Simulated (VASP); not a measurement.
# LiSnF3 (R3m) in VASP: a series of runs

The runs below take LiSnF3 through single point, with PBE, PBEsol.

Everything below comes from runs of VASP 6.6.1. Logs are shortened: lines on timing, memory, paths and dates and some standing lists are left out, and cuts for length are marked.

**1. The cell of the first run**

It takes space group R3m (No. 160, trigonal). Conventional cell: a = 5.818 Å, b = 5.818 Å, c = 7.496 Å, α = 90.00°, β = 90.00°, γ = 120.00°. Li (site symmetry 3m) has 6 F at 1.93 to 2.35 Å within 2.6 Å. Within 2.8 Å of Sn (site symmetry 3m) lie 3 F at 2.15 Å. F (site symmetry m) has 2 Li at 1.93 to 2.35 Å and 1 Sn at 2.15 Å within 2.6 Å.

**2. Single point, PBE**

File INCAR:

```
  ALGO = Normal
  EDIFF = 1E-7
  ENCUT = 520
  GGA = PE
  ISIF = 2
  ISMEAR = 0
  LASPH = True
  LCHARG = True
  LELF = True
  LREAL = False
  LVHAR = True
  LWAVE = False
  NBANDS = 27
  NELM = 60
  PREC = Accurate
  SIGMA = 0.02
```

File KPOINTS:

```
k-points
0
Gamma
  6 6 6
```

File POSCAR:

```
LiSnF3
1.0
    2.9089502511      1.6794832105      2.4986887242
   -2.9089502511      1.6794832105      2.4986887242
    0.0000000000     -3.3589664210      2.4986887242
Li Sn F
1 1 3
Direct
    0.9777097963      0.9777097963      0.9777097963
    0.4020266443      0.4020266443      0.4020266443
    0.0506879803      0.5236536504      0.0506879803
    0.0506879803      0.0506879803      0.5236536504
    0.5236536504      0.0506879803      0.0506879803
```

Potentials or basis: VASP PAW PBE potentials, release 64 (Li_sv, Sn_d, F).

The run is started by

```console
> cat potpaw_PBE.64/Li_sv/POTCAR potpaw_PBE.64/Sn_d/POTCAR potpaw_PBE.64/F/POTCAR > POTCAR
> mpirun -np 1 vasp_std > vasp.out
```

OUTCAR:

```text
EDIFF = 1E-7
   ENCUT = 520
   GGA = PE
   ISIF = 2
   ISMEAR = 0
   LASPH = True
   LREAL = False
   NELM = 60
   PREC = Accurate

 ion  position               nearest neighbor table
   1  0.978  0.978  0.978-   4 1.93   3 1.93   5 1.93   2 3.18
   2  0.402  0.402  0.402-   4 2.15   3 2.15   5 2.15   1 3.18
   3  0.051  0.524  0.051-   1 1.93   2 2.15
   4  0.051  0.051  0.524-   1 1.93   2 2.15
   5  0.524  0.051  0.051-   1 1.93   2 2.15

  LATTYP: Found a trigonal (rhomboedric) cell.
 ALAT       =     4.1864186076
 COS(alpha) =     0.0343554816

  Lattice vectors:

 A1 = (   2.9089502511,   1.6794832105,   2.4986887242)
 A2 = (  -2.9089502511,   1.6794832105,   2.4986887242)
 A3 = (   0.0000000000,  -3.3589664210,   2.4986887242)

Analysis of symmetry for initial positions (statically):
=====================================================================
 Subroutine PRICEL returns:
 Original cell was already a primitive cell.

 Routine SETGRP: Setting up the symmetry group for a
 trigonal (rhombohedral) supercell.

 Subroutine GETGRP returns: Found  6 space group operations
 (whereof  6 operations were pure point group operations)
 out of a pool of 12 trial point group operations.

The static configuration has the point symmetry C_3v.

Analysis of symmetry for dynamics (positions and initial velocities):
=====================================================================
 Subroutine PRICEL returns:
 Original cell was already a primitive cell.

 Routine SETGRP: Setting up the symmetry group for a
 trigonal (rhombohedral) supercell.

 Subroutine GETGRP returns: Found  6 space group operations
 (whereof  6 operations were pure point group operations)
 out of a pool of 12 trial point group operations.

The dynamic configuration has the point symmetry C_3v.

 Subroutine INISYM returns: Found  6 space group operations
 (whereof  6 operations are pure point group operations),
 and found     1 'primitive' translations

----------------------------------------------------------------------------------------

                                     Primitive cell

  volume of cell :      73.2446

  direct lattice vectors                    reciprocal lattice vectors
     2.908950251  1.679483210  2.498688724     0.171883311  0.099236876  0.133403305
    -2.908950251  1.679483210  2.498688724    -0.171883311  0.099236876  0.133403305
     0.000000000 -3.358966421  2.498688724     0.000000000 -0.198473751  0.133403305

  length of vectors
     4.186418608  4.186418608  4.186418608     0.239140694  0.239140694  0.239140694

  position of ions in fractional coordinates (direct lattice)
     0.977709796  0.977709796  0.977709796
     0.402026644  0.402026644  0.402026644
     0.050687980  0.523653650  0.050687980
     0.050687980  0.050687980  0.523653650
     0.523653650  0.050687980  0.050687980

  ion indices of the primitive-cell ions
   primitive index   ion index
                 1           1
                 2           2
                 3           3
                 4           4
                 5           5

----------------------------------------------------------------------------------------

 KPOINTS: k-points

Automatic generation of k-mesh.
 Grid dimensions read from file:
 generate k-points for:    6    6    6

 Generating k-lattice:

  Cartesian coordinates                     Fractional coordinates (reciprocal lattice)
     0.028647218  0.016539479  0.022233884     0.166666667 -0.000000000  0.000000000
    -0.028647218  0.016539479  0.022233884    -0.000000000  0.166666667  0.000000000
     0.000000000 -0.033078959  0.022233884     0.000000000  0.000000000  0.166666667

  Length of vectors
     0.039856782  0.039856782  0.039856782

  Shift w.r.t. Gamma in fractional coordinates (k-lattice)
     0.000000000  0.000000000  0.000000000

 Subroutine IBZKPT returns following result:
 ===========================================

 Found     32 irreducible k-points:

 Following reciprocal coordinates:
            Coordinates               Weight
  0.000000  0.000000  0.000000      1.000000
  0.166667 -0.000000  0.000000      6.000000
  0.333333  0.000000  0.000000      6.000000
  0.500000 -0.000000  0.000000      3.000000
  0.166667  0.166667  0.000000      6.000000
  0.333333  0.166667 -0.000000     12.000000
[... 16 lines left out ...]
  0.500000  0.500000  0.166667      6.000000
 -0.333333  0.500000  0.166667     12.000000
 [... further k-points ...]
   k-points           NKPTS =     32   k-points in BZ     NKDIM =     32   number of bands    NBANDS=     27
   number of dos      NEDOS =    301   number of ions     NIONS =      5
   total plane-waves  NPLWV =  32768
   dimension x,y,z NGX =    32 NGY =   32 NGZ =   32
   dimension x,y,z NGXF=    64 NGYF=   64 NGZF=   64
   ions per type =               1   1   3
   NGX,Y,Z   is equivalent  to a cutoff of  12.71, 12.71, 12.71 a.u.
   NGXF,Y,Z  is equivalent  to a cutoff of  25.41, 25.41, 25.41 a.u.
 SYSTEM =  unknown system
   PREC   = accura    normal or accurate (medium, high low for compatibility)
   ISTART =      0    job   : 0-new  1-cont  2-samecut
   ICHARG =      2    charge: 1-file 2-atom 10-const
   ISPIN  =      1    spin polarized calculation?
   LNONCOLLINEAR =      F non collinear calculations
   LSORBIT =      F    spin-orbit coupling
   LASPH  =      T    aspherical Exc in radial PAW
   ENCUT  =  520.0 eV  38.22 Ry    6.18 a.u.   7.78  7.78  7.78*2*pi/ulx,y,z
   NELM   =     60;   NELMIN=  2; NELMDL= -5     # of ELM steps
   EDIFF  = 0.1E-06   stopping-criterion for ELM
   LREAL  =      F    real-space projection
   EDIFFG = 0.1E-05   stopping-criterion for IOM
   NSW    =      0    number of steps for IOM
   IBRION =     -1    ionic relax: 0-MD 1-quasi-New 2-CG
   NFREE  =      0    steps in history (QN), initial steepest desc. (CG)
   ISIF   =      2    stress and relaxation
   ISYM   =      2    0-nonsym 1-usesym 2-fastsym
   POTIM  = 0.5000    time-step for ionic-motion
   TEBEG  =    0.0;   TEEND  =   0.0 temperature during run
   PSTRESS=    0.0 pullay stress
   NELECT =      38.0000    total number of electrons
   NUPDOWN=      -1.0000    fix difference up-down
   EMIN   =  10.00;   EMAX   =-10.00  energy-range for DOS
   EFERMI =   0.00;   METHOD = LEGACY
   ISMEAR =     0;   SIGMA  =   0.02  broadening in eV -4-tet -1-fermi 0-gaus
   EFERMI_NEDOS =   21; number of points for ismear=-14 and -15
   IALGO  =     38    algorithm
   IMIX   =      4    mixing-type and parameters
     AMIX     =   0.40;   BMIX     =  1.00
     AMIX_MAG =   1.60;   BMIX_MAG =  1.00
  volume/ion in A,a.u.               =      14.65        98.86
  Fermi-wavevector in a.u.,A,eV,Ry     =   1.315460  2.485859 23.543990  1.730434
  Thomas-Fermi vector in A             =   2.445641
   LORBIT       =      0    0 simple, 1 ext, 2 COOP (PROOUT), +10 PAW based schemes
   GGA     = PE    functional components
   LHFCALC =     F    Hartree Fock is set to
   AEXX    =    0.0000 exact exchange contribution
   IVDW    =     0    specifies the selected vdW correction
   LEPSILON=     F    determine dielectric tensor
   LRPA    =     F    only Hartree local field effects (RPA)
 non-spin polarized calculation
 Gauss-broadening in eV      SIGMA  =   0.02
  energy-cutoff  :      520.00
  volume of cell :       73.24
 maximum number of plane-waves:      1990
   NGX = 15   NGY = 15   NGZ = 15

 number of electron      38.0000008 magnetization

 Free energy of the ion-electron system (eV)
  ---------------------------------------------------
  ext. energy  EPLUGINS =         0.00000000
  ---------------------------------------------------
  free energy    TOTEN  =       -23.85961218 eV

  energy without entropy =      -23.85961218  energy(sigma->0) =      -23.85961218

 E-fermi :   1.3663     XC(G=0):  -9.0952

 val. band max:        1.2249275682   @ k =   0.5000   0.5000   0.0000
 cond. band min:       5.1206288973   @ k =   0.5000  -0.0000   0.0000
 fundamental gap:      3.8957013291
 Fermi energy:         1.3662542962

 k-point     1 :       0.0000    0.0000    0.0000
  band No.  band energies     occupation
      1     -41.6828      2.00000
      2     -20.6344      2.00000
      3     -20.2920      2.00000
      4     -20.2920      2.00000
      5     -18.3373      2.00000
      6     -18.3373      2.00000
[... 19 lines left out ...]
     26      13.1424      0.00000
     27      15.4055      0.00000

 k-point     2 :       0.1667   -0.0000    0.0000
  band No.  band energies     occupation
      1     -41.6827      2.00000
      2     -20.6123      2.00000
      3     -20.3103      2.00000
      4     -20.2981      2.00000
      5     -18.3364      2.00000
      6     -18.3338      2.00000
[... 19 lines left out ...]
     26      13.4287      0.00000
     27      14.9460      0.00000

 k-point     3 :       0.3333    0.0000    0.0000
  band No.  band energies     occupation
      1     -41.6824      2.00000
      2     -20.5563      2.00000
      3     -20.3586      2.00000
      4     -20.3101      2.00000
      5     -18.3347      2.00000
      6     -18.3263      2.00000
[... 19 lines left out ...]
     26      14.4254      0.00000
     27      14.4336      0.00000

 k-point     4 :       0.5000   -0.0000    0.0000
  band No.  band energies     occupation
      1     -41.6823      2.00000
      2     -20.5127      2.00000
      3     -20.3985      2.00000
      4     -20.3158      2.00000
      5     -18.3338      2.00000
      6     -18.3224      2.00000
[... 19 lines left out ...]
     26      14.1401      0.00000
     27      14.2548      0.00000

 k-point     5 :       0.1667    0.1667    0.0000
  band No.  band energies     occupation
      1     -41.6825      2.00000
      2     -20.5911      2.00000
      3     -20.3225      2.00000
      4     -20.3092      2.00000
      5     -18.3339      2.00000
      6     -18.3317      2.00000
[... 19 lines left out ...]
     26      13.3506      0.00000
     27      14.6748      0.00000

 k-point     6 :       0.3333    0.1667   -0.0000
  band No.  band energies     occupation
      1     -41.6823      2.00000
      2     -20.5387      2.00000
      3     -20.3652      2.00000
      4     -20.3233      2.00000
      5     -18.3315      2.00000
      6     -18.3246      2.00000
[... 444 lines left out ...]
      1     -41.6820      2.00000
      2     -20.4929      2.00000
      3     -20.3824      2.00000
      4     -20.3607      2.00000
      5     -18.3235      2.00000
      6     -18.3177      2.00000
[... 19 lines left out ...]
     26      14.3512      0.00000
     27      14.9188      0.00000

 k-point    22 :      -0.1667    0.3333    0.1667
  band No.  band energies     occupation
      1     -41.6822      2.00000
      2     -20.5286      2.00000
      3     -20.3707      2.00000
      4     -20.3308      2.00000
      5     -18.3282      2.00000
      6     -18.3230      2.00000
[... 19 lines left out ...]
     26      14.0612      0.00000
     27      14.7321      0.00000

 k-point    23 :       0.5000    0.5000    0.1667
  band No.  band energies     occupation
      1     -41.6817      2.00000
      2     -20.4280      2.00000
      3     -20.4196      2.00000
      4     -20.3942      2.00000
      5     -18.3193      2.00000
      6     -18.3117      2.00000
[... 19 lines left out ...]
     26      14.5337      0.00000
     27      14.7843      0.00000

 k-point    24 :      -0.3333    0.5000    0.1667
  band No.  band energies     occupation
      1     -41.6818      2.00000
      2     -20.4650      2.00000
      3     -20.4127      2.00000
      4     -20.3609      2.00000
      5     -18.3213      2.00000
      6     -18.3147      2.00000
[... 19 lines left out ...]
     26      14.4469      0.00000
     27      14.8766      0.00000

 [... further k-points ...]
[... 5 lines left out ...]
  --------------------------------------------------------------------------------------
  -------------------------------------------------------------------------------------
  Total       -0.0184748     -0.0184748      0.0585394      0.0000000      0.0000000      0.0000000
  in kB       -0.4041246     -0.4041246      1.2805108      0.0000000      0.0000000      0.0000000
  external PRESSURE =       0.1574206 kB  Pullay stress =       0.0000000 kB

 VOLUME and BASIS-vectors are now :
 -----------------------------------------------------------------------------
  energy-cutoff  :      520.00
  volume of cell :       73.24
      direct lattice vectors                 reciprocal lattice vectors
     2.908950251  1.679483210  2.498688724     0.171883311  0.099236876  0.133403305
    -2.908950251  1.679483210  2.498688724    -0.171883311  0.099236876  0.133403305
     0.000000000 -3.358966421  2.498688724     0.000000000 -0.198473751  0.133403305

 POSITION                                       TOTAL-FORCE (eV/Angst)
 -----------------------------------------------------------------------------------
      0.00000      0.00000      7.32898        -0.000000      0.000000      0.005339
      0.00000      0.00000      3.01362        -0.000000      0.000000      0.123932
     -1.37583      0.79434      1.56175        -0.030039      0.017343     -0.043090
      0.00000     -1.58868      1.56175        -0.000000     -0.034686     -0.043090
      1.37583      0.79434      1.56175         0.030039      0.017343     -0.043090
 -----------------------------------------------------------------------------------
    total drift:                               -0.000000      0.000001      0.002212

  FREE ENERGIE OF THE ION-ELECTRON SYSTEM (eV)
  ---------------------------------------------------
  free  energy   TOTEN  =       -23.8596121778 eV

  energy  without entropy=      -23.8596121778  energy(sigma->0) =      -23.85961218
```

It took 74 s on 1 thread of Intel Xeon 8259CL, shared host; peak memory 0.21 GiB.

Results:

| Property | Result |
| --- | --- |
| Free energy | -23.8596 eV |
| Largest force | 0.124 eV/Å |
| Band gap on the k mesh | 3.90 eV (least direct gap 4.15 eV) |

Forces in eV/Å, atoms in the order of the input:
```
Li   0.000  0.000  0.005
Sn   0.000  0.000  0.124
F   -0.030  0.017 -0.043
F    0.000 -0.035 -0.043
F    0.030  0.017 -0.043
```

Caveat: the cutoff is under 1.25 times the usual one of these potentials, so pressure, stress and relaxed cells hold a basis-set (Pulay) error; spin-orbit coupling is left out, which moves the levels of the heavy elements.

**3. Single point, PBEsol**

File INCAR:

```
SYSTEM = LiSnF3
PREC = Accurate ; ENCUT = 520
EDIFF = 1E-7 ; ISMEAR = 0
SIGMA = 0.02 ; LREAL = .False.
LASPH = .True. ; NELM = 60
ALGO = Normal ; ISIF = 2
LWAVE = .False. ; LCHARG = .False.
GGA = PS ; NBANDS = 27
```

File KPOINTS:

```
regular mesh
0
Gamma
  6 6 6
  0 0 0
```

POSCAR is that of step 2.

Potentials or basis: VASP PAW PBE potentials, release 64 (Li_sv, Sn_d, F).

The run is started by

```console
> cat potpaw_PBE.64/Li_sv/POTCAR potpaw_PBE.64/Sn_d/POTCAR potpaw_PBE.64/F/POTCAR > POTCAR
> mpirun -np 1 vasp_std > vasp.out
```

Wall time 81 s (1 thread of Intel Xeon 8259CL, shared host); peak memory 0.2 GiB.

The run converged. Its results:

* Free energy: -24.6320 eV
* Largest force: 0.253 eV/Å
* Band gap on the k mesh: 3.79 eV (least direct gap 4.05 eV)

Forces in eV/Å, atoms in the order of the input:
```
Li   0.000  0.000  0.027
Sn   0.000  0.000 -0.253
F    0.114 -0.066  0.075
F    0.000  0.132  0.075
F   -0.114 -0.066  0.075
```

Levels at points of the mesh, in eV from the valence-band top:
```
           k point  band 16  band 17  band 18  band 19  band 20  band 21  band 22  band 23
(0.00, 0.00, 0.00)    -2.29    -2.17    -2.17    -1.76     5.96     5.96     7.99     9.59
(0.50, 0.00, 0.00)    -2.65    -2.36    -2.24    -0.26     3.79     6.45     7.63    10.25
(0.50, 0.50, 0.00)    -2.79    -2.25    -2.11     0.00     4.80     5.23     7.14    10.17
(0.50, 0.50, 0.50)    -2.23    -2.23    -1.88    -0.60     5.92     5.92     6.33     9.18
```

Caveat: the cutoff is under 1.25 times the usual one of these potentials, so pressure, stress and relaxed cells hold a basis-set (Pulay) error; the PAW data sets were made with another functional, which shifts forces and pressure a little; spin-orbit coupling is left out, which moves the levels of the heavy elements. A k mesh can miss the band edges.
